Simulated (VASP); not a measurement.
# C (Pm-3m) in VASP: relaxation of cell and atoms with PBE

Aim: the relaxation of cell and atoms of C with PBE.

Program: VASP 6.6.1. These are calculated values, not measurements. Logs are shortened: lines on timing, memory, paths and dates and some standing lists are left out, and cuts for length are marked.

## 1. The cell of the first run

Symmetry: Pm-3m, No. 221, cubic system. The conventional cell has a = 2.232 Å, b = 2.232 Å, c = 2.232 Å, α = 90.00°, β = 90.00°, γ = 90.00°. Within 3.0 Å of C (site symmetry m-3m) lie 6 C at 2.23 Å.

## 2. Relaxation of cell and atoms, PBE

File INCAR:

```
SYSTEM = C
ALGO = Normal ; EDIFF = 1E-6
EDIFFG = -0.005 ; ENCUT = 600
GGA = PE ; IBRION = 2
ISIF = 3 ; ISMEAR = -1
LASPH = .True. ; LCHARG = .False.
LREAL = .False. ; LWAVE = .False.
NELM = 80 ; NSW = 100
PREC = Accurate ; SIGMA = 0.03
```

File KPOINTS:

```
k-points
0
Gamma
  15 15 15
  0 0 0
```

File POSCAR:

```
C
1.0
    2.2322827293      0.0000000000      0.0000000000
    0.0000000000      2.2322827293      0.0000000000
    0.0000000000      0.0000000000      2.2322827293
C
1
Direct
    0.0000000000      0.0000000000      0.0000000000
```

Potentials or basis: VASP PAW PBE potentials, release 64 (C).

Started as:

```sh
$ cat potpaw_PBE.64/C/POTCAR > POTCAR
$ mpirun -np 1 vasp_std > vasp.out
```

OUTCAR:

```text
SYSTEM = C
   EDIFF = 1E-6
   EDIFFG = -0.005
   ENCUT = 600
   GGA = PE
   IBRION = 2
   ISIF = 3
   ISMEAR = -1
   LASPH = .True.
   LREAL = .False.
   NELM = 80
   NSW = 100
   PREC = Accurate

 ion  position               nearest neighbor table
   1  0.000  0.000  0.000-

  LATTYP: Found a simple cubic cell.
 ALAT       =     2.2322827293

  Lattice vectors:

 A1 = (   2.2322827293,   0.0000000000,   0.0000000000)
 A2 = (   0.0000000000,   2.2322827293,   0.0000000000)
 A3 = (   0.0000000000,   0.0000000000,   2.2322827293)

Analysis of symmetry for initial positions (statically):
=====================================================================
 Subroutine PRICEL returns:
 Original cell was already a primitive cell.

 Routine SETGRP: Setting up the symmetry group for a
 simple cubic supercell.

 Subroutine GETGRP returns: Found 48 space group operations
 (whereof 48 operations were pure point group operations)
 out of a pool of 48 trial point group operations.

The static configuration has the point symmetry O_h .

Analysis of symmetry for dynamics (positions and initial velocities):
=====================================================================
 Subroutine PRICEL returns:
 Original cell was already a primitive cell.

 Routine SETGRP: Setting up the symmetry group for a
 simple cubic supercell.

 Subroutine GETGRP returns: Found 48 space group operations
 (whereof 48 operations were pure point group operations)
 out of a pool of 48 trial point group operations.

The dynamic configuration has the point symmetry O_h .

 Subroutine INISYM returns: Found 48 space group operations
 (whereof 48 operations are pure point group operations),
 and found     1 'primitive' translations

----------------------------------------------------------------------------------------

                                     Primitive cell

  volume of cell :      11.1237

  direct lattice vectors                    reciprocal lattice vectors
     2.232282729  0.000000000  0.000000000     0.447971929  0.000000000  0.000000000
     0.000000000  2.232282729  0.000000000     0.000000000  0.447971929  0.000000000
     0.000000000  0.000000000  2.232282729     0.000000000  0.000000000  0.447971929

  length of vectors
     2.232282729  2.232282729  2.232282729     0.447971929  0.447971929  0.447971929

  position of ions in fractional coordinates (direct lattice)
     0.000000000  0.000000000  0.000000000

  ion indices of the primitive-cell ions
   primitive index   ion index
                 1           1

----------------------------------------------------------------------------------------

 KPOINTS: k-points

Automatic generation of k-mesh.
 Grid dimensions read from file:
 generate k-points for:   15   15   15

 Generating k-lattice:

  Cartesian coordinates                     Fractional coordinates (reciprocal lattice)
     0.029864795  0.000000000  0.000000000     0.066666667  0.000000000  0.000000000
     0.000000000  0.029864795  0.000000000     0.000000000  0.066666667  0.000000000
     0.000000000  0.000000000  0.029864795     0.000000000  0.000000000  0.066666667

  Length of vectors
     0.029864795  0.029864795  0.029864795

  Shift w.r.t. Gamma in fractional coordinates (k-lattice)
     0.000000000  0.000000000  0.000000000

 Subroutine IBZKPT returns following result:
 ===========================================

 Found    120 irreducible k-points:

 Following reciprocal coordinates:
            Coordinates               Weight
  0.000000  0.000000  0.000000      1.000000
  0.066667  0.000000  0.000000      6.000000
  0.133333  0.000000  0.000000      6.000000
  0.200000  0.000000  0.000000      6.000000
  0.266667  0.000000  0.000000      6.000000
  0.333333  0.000000  0.000000      6.000000
[... 16 lines left out ...]
  0.266667  0.200000  0.000000     24.000000
  0.333333  0.200000  0.000000     24.000000
 [... further k-points ...]
   k-points           NKPTS =    120   k-points in BZ     NKDIM =    120   number of bands    NBANDS=      6
   number of dos      NEDOS =    301   number of ions     NIONS =      1
   total plane-waves  NPLWV =   5832
   dimension x,y,z NGX =    18 NGY =   18 NGZ =   18
   dimension x,y,z NGXF=    36 NGYF=   36 NGZF=   36
   ions per type =               1
   NGX,Y,Z   is equivalent  to a cutoff of  13.41, 13.41, 13.41 a.u.
   NGXF,Y,Z  is equivalent  to a cutoff of  26.81, 26.81, 26.81 a.u.
 SYSTEM =  C
   PREC   = accura    normal or accurate (medium, high low for compatibility)
   ISTART =      0    job   : 0-new  1-cont  2-samecut
   ICHARG =      2    charge: 1-file 2-atom 10-const
   ISPIN  =      1    spin polarized calculation?
   LNONCOLLINEAR =      F non collinear calculations
   LSORBIT =      F    spin-orbit coupling
   LASPH  =      T    aspherical Exc in radial PAW
   ENCUT  =  600.0 eV  44.10 Ry    6.64 a.u.   4.46  4.46  4.46*2*pi/ulx,y,z
   NELM   =     80;   NELMIN=  2; NELMDL= -5     # of ELM steps
   EDIFF  = 0.1E-05   stopping-criterion for ELM
   LREAL  =      F    real-space projection
   EDIFFG = -.5E-02   stopping-criterion for IOM
   NSW    =    100    number of steps for IOM
   IBRION =      2    ionic relax: 0-MD 1-quasi-New 2-CG
   NFREE  =      1    steps in history (QN), initial steepest desc. (CG)
   ISIF   =      3    stress and relaxation
   ISYM   =      2    0-nonsym 1-usesym 2-fastsym
   POTIM  = 0.5000    time-step for ionic-motion
   TEBEG  =    0.0;   TEEND  =   0.0 temperature during run
   PSTRESS=    0.0 pullay stress
   NELECT =       4.0000    total number of electrons
   NUPDOWN=      -1.0000    fix difference up-down
   EMIN   =  10.00;   EMAX   =-10.00  energy-range for DOS
   EFERMI =   0.00;   METHOD = LEGACY
   ISMEAR =    -1;   SIGMA  =   0.03  broadening in eV -4-tet -1-fermi 0-gaus
   EFERMI_NEDOS =   21; number of points for ismear=-14 and -15
   IALGO  =     38    algorithm
   IMIX   =      4    mixing-type and parameters
     AMIX     =   0.40;   BMIX     =  1.00
     AMIX_MAG =   1.60;   BMIX_MAG =  1.00
  volume/ion in A,a.u.               =      11.12        75.07
  Fermi-wavevector in a.u.,A,eV,Ry     =   1.164159  2.199941 18.439515  1.355266
  Thomas-Fermi vector in A             =   2.300700
   LORBIT       =      0    0 simple, 1 ext, 2 COOP (PROOUT), +10 PAW based schemes
   GGA     = PE    functional components
   LHFCALC =     F    Hartree Fock is set to
   AEXX    =    0.0000 exact exchange contribution
   IVDW    =     0    specifies the selected vdW correction
   LEPSILON=     F    determine dielectric tensor
   LRPA    =     F    only Hartree local field effects (RPA)
 conjugate gradient relaxation of ions
 non-spin polarized calculation
  energy-cutoff  :      600.00
  volume of cell :       11.12
 maximum number of plane-waves:       386
 NGX is ok and might be reduce to    18
   NGX =  9   NGY =  9   NGZ =  9

--------------------------------------- Ionic step        1  -------------------------------------------

 number of electron       4.0000000 magnetization

 Free energy of the ion-electron system (eV)
  ---------------------------------------------------
  ext. energy  EPLUGINS =         0.00000000
  ---------------------------------------------------
  free energy    TOTEN  =        -4.87265350 eV

  energy without entropy =       -4.87039944  energy(sigma->0) =       -4.87152647

 E-fermi :   2.3650     XC(G=0): -10.5663

 val. band max:        2.3352175640   @ k =   0.2667   0.2000   0.0000
 cond. band min:       2.3776333579   @ k =   0.4000   0.3333   0.0667
 fundamental gap:      0.0424157939
 Fermi energy:         2.3650289578

 k-point     1 :       0.0000    0.0000    0.0000
  band No.  band energies     occupation
      1     -11.5855      2.00000
      2       7.4706      0.00000
      3       7.4706      0.00000
      4       7.4706      0.00000
      5      19.9917      0.00000
      6      22.2416      0.00000

 k-point     2 :       0.0667    0.0000    0.0000
  band No.  band energies     occupation
      1     -11.4804      2.00000
      2       6.9153      0.00000
      3       7.5222      0.00000
      4       7.5222      0.00000
      5      20.0948      0.00000
      6      22.3622      0.00000

 k-point     3 :       0.1333    0.0000    0.0000
  band No.  band energies     occupation
      1     -11.1667      2.00000
      2       5.5007      0.00000
      3       7.6708      0.00000
      4       7.6708      0.00000
      5      20.3256      0.00000
      6      22.7214      0.00000
[... 567 lines left out ...]
 VOLUME and BASIS-vectors are now :
 -----------------------------------------------------------------------------
  energy-cutoff  :      600.00
  volume of cell :        5.61
      direct lattice vectors                 reciprocal lattice vectors
     1.776627394  0.000000000 -0.000000000     0.562864224  0.000000000  0.000000000
    -0.000000000  1.776627394  0.000000000    -0.000000000  0.562864224 -0.000000000
    -0.000000000 -0.000000000  1.776627394     0.000000000 -0.000000000  0.562864224

 POSITION                                       TOTAL-FORCE (eV/Angst)
 -----------------------------------------------------------------------------------
      1.77663      0.00000     -0.00000        -0.000000     -0.000000      0.000000
 -----------------------------------------------------------------------------------
    total drift:                                0.000000      0.000000      0.000000

  FREE ENERGIE OF THE ION-ELECTRON SYSTEM (eV)
  ---------------------------------------------------
  free  energy   TOTEN  =        -6.4757467861 eV

  energy  without entropy=       -6.4743362851  energy(sigma->0) =       -6.47504154

--------------------------------------- Ionic step        6  -------------------------------------------

 number of electron       4.0000000 magnetization

 Free energy of the ion-electron system (eV)
  ---------------------------------------------------
  ext. energy  EPLUGINS =         0.00000000
  ---------------------------------------------------
  free energy    TOTEN  =        -6.47576873 eV

  energy without entropy =       -6.47436786  energy(sigma->0) =       -6.47506830

 E-fermi :  10.6603     XC(G=0): -13.8123

 val. band max:       10.6395232694   @ k =   0.2667   0.2667   0.2000
 cond. band min:      10.6778835645   @ k =   0.4667   0.4000   0.2000
 fundamental gap:      0.0383602951
 Fermi energy:        10.6602826171

 k-point     1 :       0.0000    0.0000    0.0000
  band No.  band energies     occupation
      1     -11.2653      2.00000
      2      20.1024      0.00000
      3      20.1024      0.00000
      4      20.1024      0.00000
      5      36.2735      0.00000
      6      36.2735      0.00000

 k-point     2 :       0.0667    0.0000    0.0000
  band No.  band energies     occupation
      1     -11.0914      2.00000
      2      18.8495      0.00000
      3      20.2187      0.00000
      4      20.2187      0.00000
      5      36.4686      0.00000
      6      37.6285      0.00000

 k-point     3 :       0.1333    0.0000    0.0000
  band No.  band energies     occupation
      1     -10.5700      2.00000
      2      15.9580      0.00000
      3      20.5570      0.00000
      4      20.5570      0.00000
      5      37.0510      0.00000
      6      40.4174      0.00000
[... 202 lines left out ...]
 VOLUME and BASIS-vectors are now :
 -----------------------------------------------------------------------------
  energy-cutoff  :      600.00
  volume of cell :        5.60
      direct lattice vectors                 reciprocal lattice vectors
     1.775357935  0.000000000 -0.000000000     0.563266697  0.000000000  0.000000000
    -0.000000000  1.775357935 -0.000000000    -0.000000000  0.563266697 -0.000000000
    -0.000000000 -0.000000000  1.775357935     0.000000000  0.000000000  0.563266697

 POSITION                                       TOTAL-FORCE (eV/Angst)
 -----------------------------------------------------------------------------------
     -0.00000      1.77536     -0.00000        -0.000000      0.000000      0.000000
 -----------------------------------------------------------------------------------
    total drift:                               -0.000000      0.000000      0.000000

  FREE ENERGIE OF THE ION-ELECTRON SYSTEM (eV)
  ---------------------------------------------------
  free  energy   TOTEN  =        -6.4757687291 eV

  energy  without entropy=       -6.4743678620  energy(sigma->0) =       -6.47506830

 reached required accuracy - stopping structural energy minimisation
```

Run time: 7.8 s. Hardware: 1 thread of Intel Xeon 6975P-C (Granite Rapids), shared host; peak memory 0.12 GiB.

What came out:

```yaml
Free_energy: -6.4758 eV
Relaxed_volume: 5.60 Å³/atom
Relaxed_cell: a = 1.775 Å, b = 1.775 Å, c = 1.775 Å, α = 90.00°, β = 90.00°, γ = 90.00°
Space_group_after_relaxing_to_0.1_Å: Pm-3m (No. 221)
Energy_gained_by_relaxing: 1603.1 meV/atom
Ionic_steps: 6
Pressure_after_relaxing: 0.0 GPa
Band_gap_on_the_k_mesh: zero (bands 2 and 3 overlap by 11.51 eV)
```

Step by step:
| step | energy change (eV) | largest force (eV/Å) | pressure (GPa) | volume (Å³) |
| --- | --- | --- | --- | --- |
| 1 | 0.0000 | 0.0000 | -47.49 | 11.12 |
| 2 | -1.4636 | 0.0000 | -38.62 | 6.61 |
| 3 | -1.6007 | 0.0000 | -6.26 | 5.72 |
| 4 | -1.6031 | 0.0000 | 0.93 | 5.58 |
| 5 | -1.6031 | 0.0000 | -0.62 | 5.61 |
| 6 | -1.6031 | 0.0000 | 0.03 | 5.60 |

Final structure:
```yaml
crystal:
  lattice:
    - [1.77536, 0.00000, 0.00000]
    - [0.00000, 1.77536, 0.00000]
    - [0.00000, 0.00000, 1.77536]
  atoms:
    - { symbol: C, position: [0.00000, 0.00000, 0.00000] }
```

Caveat: the volume moved by over 15 % at a fixed basis, so the end points are rough.
